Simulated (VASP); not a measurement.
# Si3N4 (P6_3/m) in VASP: further runs, part 2 of 2

VASP 6.6.1.

**4. Single point, PBE+D3(BJ)**

This run uses another cell than the first one, of 10.45 Å³/atom, 1.004 times its volume.

File INCAR:

```
SYSTEM = Si3N4
  PREC = Accurate
  ENCUT = 520
  EDIFF = 1E-7
  ISMEAR = 0
  SIGMA = 0.02
  LREAL = .FALSE.
  LASPH = .TRUE.
  NELM = 60
  ALGO = Normal
  ISIF = 2
  LWAVE = .FALSE.
  LCHARG = .FALSE.
  GGA = PE
  IVDW = 12
  NBANDS = 45
```

File KPOINTS:

```
regular mesh
0
G
  6 6 8
  0 0 0
```

File POSCAR:

```
Si3N4
1.0
    7.6192383072      0.0000000000      0.0000000000
   -3.8096191536      6.5984539315      0.0000000000
    0.0000000000      0.0000000000      2.9113089377
Si N
6 8
Direct
    0.1740815128      0.7678377792      0.2500000000
    0.4062437335      0.1740815128      0.7500000000
    0.2321622208      0.4062437335      0.2500000000
    0.8259184872      0.2321622208      0.7500000000
    0.5937562665      0.8259184872      0.2500000000
    0.7678377792      0.5937562665      0.7500000000
    0.3333333333      0.6666666667      0.2500000000
    0.6666666667      0.3333333333      0.7500000000
    0.3299441452      0.0298844486      0.2500000000
    0.3000596966      0.3299441452      0.7500000000
    0.9701155514      0.3000596966      0.2500000000
    0.6700558548      0.9701155514      0.7500000000
    0.6999403034      0.6700558548      0.2500000000
    0.0298844486      0.6999403034      0.7500000000
```

Potentials or basis: VASP PAW PBE potentials, release 64 (Si, N).

Launch:

```bash
$ cat potpaw_PBE.64/Si/POTCAR potpaw_PBE.64/N/POTCAR > POTCAR
$ mpirun -np 1 vasp_std > vasp.out
```

OUTCAR:

```text
SYSTEM = Si3N4
   PREC = Accurate
   ENCUT = 520
   EDIFF = 1E-7
   ISMEAR = 0
   LREAL = .FALSE.
   LASPH = .TRUE.
   NELM = 60
   ISIF = 2
   GGA = PE
   IVDW = 12
 IVDW          = 12

 ion  position               nearest neighbor table
   1  0.174  0.768  0.250-   7 1.73  14 1.74  14 1.74   9 1.74   3 3.00   5 3.00   2 3.06   2 3.06
                             6 3.06   6 3.06
   2  0.406  0.174  0.750-   8 1.73   9 1.74   9 1.74  10 1.74   6 3.00   4 3.00   3 3.06   3 3.06
                             1 3.06   1 3.06
   3  0.232  0.406  0.250-   7 1.73  10 1.74  10 1.74  11 1.74   5 3.00   1 3.00   2 3.06   2 3.06
[... 1382 lines left out ...]
  energy-cutoff  :      520.00
  volume of cell :      146.37
      direct lattice vectors                 reciprocal lattice vectors
     7.619238307  0.000000000  0.000000000     0.131246715  0.075775326  0.000000000
    -3.809619154  6.598453931  0.000000000     0.000000000  0.151550653  0.000000000
     0.000000000  0.000000000  2.911308938     0.000000000  0.000000000  0.343488108

 POSITION                                       TOTAL-FORCE (eV/Angst)
 -----------------------------------------------------------------------------------
     -1.59880      5.06654      0.72783         0.000648      0.003025     -0.000000
      2.43208      1.14867      2.18348        -0.002296      0.002074      0.000000
      0.22127      2.68058      0.72783        -0.002944     -0.000951     -0.000000
      5.40842      1.53191      2.18348        -0.000648     -0.003025      0.000000
      1.37754      5.44979      0.72783         0.002296     -0.002074     -0.000000
      3.58835      3.91787      2.18348         0.002944      0.000951      0.000000
     -0.00000      4.39897      0.72783        -0.000000      0.000000      0.000000
      3.80962      2.19948      2.18348        -0.000000      0.000000      0.000000
      2.40007      0.19719      0.72783        -0.001905     -0.001366     -0.000000
      1.02926      2.17712      2.18348         0.000231     -0.002333     -0.000000
      6.24843      1.97993      0.72783         0.002136     -0.000966      0.000000
      1.40954      6.40126      2.18348         0.001905      0.001366     -0.000000
      2.78035      4.42133      0.72783        -0.000231      0.002333      0.000000
     -2.43881      4.61852      2.18348        -0.002136      0.000966      0.000000
 -----------------------------------------------------------------------------------
    total drift:                               -0.000001      0.000000     -0.000000

  FREE ENERGIE OF THE ION-ELECTRON SYSTEM (eV)
  ---------------------------------------------------
  free  energy   TOTEN  =      -118.0963845385 eV

  energy  without entropy=     -118.0963845385  energy(sigma->0) =     -118.09638454
```

Run time: 3.1 min. Hardware: 1 thread of AMD EPYC 9R45 (Zen 5), shared host; peak memory 0.35 GiB.

What came out:

```yaml
Free_energy: -118.0964 eV
Pressure: -0.3 GPa
Largest_force: 0.003 eV/Å
Band_gap_on_the_k_mesh: 4.32 eV, indirect (least direct gap 4.51 eV)
Dispersion_energy_per_atom: -0.256 eV
```

Forces on the atoms (eV/Å):
```
Si   0.001  0.003  0.000
Si  -0.002  0.002  0.000
Si  -0.003 -0.001  0.000
Si  -0.001 -0.003  0.000
Si   0.002 -0.002  0.000
Si   0.003  0.001  0.000
N    0.000  0.000  0.000
N    0.000  0.000  0.000
N   -0.002 -0.001  0.000
N    0.000 -0.002  0.000
N    0.002 -0.001  0.000
N    0.002  0.001  0.000
N    0.000  0.002  0.000
N   -0.002  0.001  0.000
```

A k mesh can miss the band edges. Expect the measured gap to be larger: semilocal functionals such as PBE lack the derivative discontinuity.

**5. Relaxation of cell and atoms, PBE+D3(BJ)**

File INCAR:

```
SYSTEM = Si3N4
  PREC = Accurate
  ENCUT = 600
  EDIFF = 1E-6
  ISMEAR = 0
  SIGMA = 0.1
  LREAL = .FALSE.
  LASPH = .TRUE.
  NELM = 80
  ALGO = Normal
  ISIF = 3
  LWAVE = .FALSE.
  LCHARG = .FALSE.
  GGA = PE
  IVDW = 12
  IBRION = 2
  NSW = 100
  EDIFFG = -0.05
```

File KPOINTS:

```
regular mesh
0
G
  3 3 8
  0 0 0
```

File POSCAR:

```
Si3N4
1.0
    7.6093012536      0.0000000000      0.0000000000
   -3.8046506268      6.5898481906      0.0000000000
    0.0000000000      0.0000000000      2.9079000000
Si N
6 8
Direct
    0.1742000000      0.7678000000      0.2500000000
    0.4064000000      0.1742000000      0.7500000000
    0.2322000000      0.4064000000      0.2500000000
    0.8258000000      0.2322000000      0.7500000000
    0.5936000000      0.8258000000      0.2500000000
    0.7678000000      0.5936000000      0.7500000000
    0.3333333333      0.6666666667      0.2500000000
    0.6666666667      0.3333333333      0.7500000000
    0.3290000000      0.0390000000      0.2500000000
    0.2900000000      0.3290000000      0.7500000000
    0.9610000000      0.2900000000      0.2500000000
    0.6710000000      0.9610000000      0.7500000000
    0.7100000000      0.6710000000      0.2500000000
    0.0390000000      0.7100000000      0.7500000000
```

Launch:

```bash
$ cat potpaw_PBE.64/Si/POTCAR potpaw_PBE.64/N/POTCAR > POTCAR
$ mpirun -np 1 vasp_std > vasp.out
```

Wall time 9.4 min (1 thread of AMD EPYC 9R45 (Zen 5), shared host); peak memory 0.34 GiB.

Results (log left out):

- Free energy: -118.1067 eV
- Relaxed volume: 10.45 Å³/atom
- Relaxed cell: a = 7.619 Å, b = 7.619 Å, c = 2.909 Å, α = 90.00°, β = 90.00°, γ = 120.00°
- Space group after relaxing (to 0.05 Å): P6_3/m (No. 176)
- Energy gained by relaxing: 26.4 meV/atom
- Ionic steps: 16
- Pressure after relaxing: -0.2 GPa
- Largest force after relaxing: 0.030 eV/Å
- Band gap on the k mesh: 4.33 eV, indirect (least direct gap 4.51 eV)
- Dispersion energy per atom: -0.256 eV

Forces on the atoms (eV/Å):
```
Si   0.030 -0.005  0.000
Si   0.019  0.023  0.000
Si  -0.011  0.028  0.000
Si  -0.030  0.005  0.000
Si  -0.019 -0.023  0.000
Si   0.011 -0.028  0.000
N    0.000  0.000  0.000
N    0.000  0.000  0.000
N   -0.002 -0.004  0.000
N    0.002 -0.004  0.000
N    0.005  0.000  0.000
N    0.002  0.004  0.000
N   -0.002  0.004  0.000
N   -0.005  0.000  0.000
```

Stress tensor (GPa, compression positive):
```
-0.30  0.00  0.00
 0.00 -0.30  0.00
 0.00  0.00  0.01
```

Step by step:
```tsv
step	energy change (eV)	largest force (eV/Å)	pressure (GPa)	volume (Å³)
1	0.0000	1.7691	1.99	145.81
2	0.6124	3.2434	-0.89	148.52
3	-0.3062	0.3857	-0.76	146.85
4	-0.3224	0.6790	0.52	146.12
5	-0.3384	0.2563	-0.04	146.42
6	-0.3547	0.1557	0.26	146.24
7	-0.3567	0.1919	0.42	146.14
8	-0.3583	0.2953	-0.35	146.53
9	-0.3616	0.1374	-0.01	146.35
10	-0.3644	0.0864	-0.26	146.44
11	-0.3645	0.0973	-0.31	146.46
12	-0.3668	0.0759	0.10	146.17
13	-0.3671	0.0954	0.31	146.03
14	-0.3687	0.0649	0.05	146.13
15	-0.3687	0.0673	0.05	146.14
16	-0.3692	0.0301	-0.20	146.25
```

Final structure:
```cif
data_structure
_symmetry_space_group_name_H-M 'P 1'
_symmetry_Int_Tables_number 1
_cell_length_a 7.6189
_cell_length_b 7.6189
_cell_length_c 2.9093
_cell_angle_alpha 90.000
_cell_angle_beta 90.000
_cell_angle_gamma 120.000
_cell_volume 146.25
loop_
_atom_site_label
_atom_site_type_symbol
_atom_site_fract_x
_atom_site_fract_y
_atom_site_fract_z
_atom_site_occupancy
Si1 Si 0.17392 0.76774 0.25000 1
Si2 Si 0.40618 0.17392 0.75000 1
Si3 Si 0.23226 0.40618 0.25000 1
Si4 Si 0.82608 0.23226 0.75000 1
Si5 Si 0.59382 0.82608 0.25000 1
Si6 Si 0.76774 0.59382 0.75000 1
N1 N 0.33333 0.66667 0.25000 1
N2 N 0.66667 0.33333 0.75000 1
N3 N 0.32986 0.02973 0.25000 1
N4 N 0.30013 0.32986 0.75000 1
N5 N 0.97027 0.30013 0.25000 1
N6 N 0.67014 0.97027 0.75000 1
N7 N 0.69987 0.67014 0.25000 1
N8 N 0.02973 0.69987 0.75000 1
```

Levels at points of the mesh, in eV from the valence-band top:
```
           k point  band 29  band 30  band 31  band 32  band 33  band 34  band 35  band 36
(0.00, 0.00, 0.00)    -1.27    -0.44    -0.38    -0.18     4.33     4.74     4.90     4.90
(0.00, 0.00, 0.50)    -1.60    -1.60    -1.33    -1.33     4.71     4.71     4.71     4.71
```

Caveat: the relaxation stopped at a loose force limit of 0.05 eV/Å, so its end isn't a converged minimum. Zero-point motion and thermal expansion aren't in these numbers.

**6. Overview**

```tsv
task	cell	k mesh	cutoff (eV)	smearing	gap on the mesh (eV)	pressure (GPa)	largest force (eV/Å)
single point	a = 7.609, b = 7.609, c = 2.908 Å, angles 90.0, 90.0, 120.0°, 14 atoms	3 × 3 × 6	520	gaussian 0.1 eV	4.29	2.1	1.77
single point	a = 7.619, b = 7.619, c = 2.911 Å, angles 90.0, 90.0, 120.0°, 14 atoms	3 × 3 × 8	520	gaussian 0.1 eV	4.32	-0.3	0.01
single point	a = 7.619, b = 7.619, c = 2.911 Å, angles 90.0, 90.0, 120.0°, 14 atoms	6 × 6 × 8	520	gaussian 0.02 eV	4.32	-0.3	-
relaxation of cell and atoms	relaxed from a = 7.609, b = 7.609, c = 2.908 Å, angles 90.0, 90.0, 120.0°, 14 atoms	3 × 3 × 8	600	gaussian 0.1 eV	4.33	-0.2	0.03
```

Alike in all rows: level PBE+D3(BJ); potentials or basis VASP PAW PBE potentials, release 64 (Si, N); no spin polarisation.

Caveats: forces of over 1 eV/Å act on the atoms, so gaps and moduli don't describe the material at rest (some runs); the relaxation stopped at a loose force limit of 0.05 eV/Å, so its end isn't a converged minimum (some runs).

Absolute energies hang on the potentials; compare differences alone.
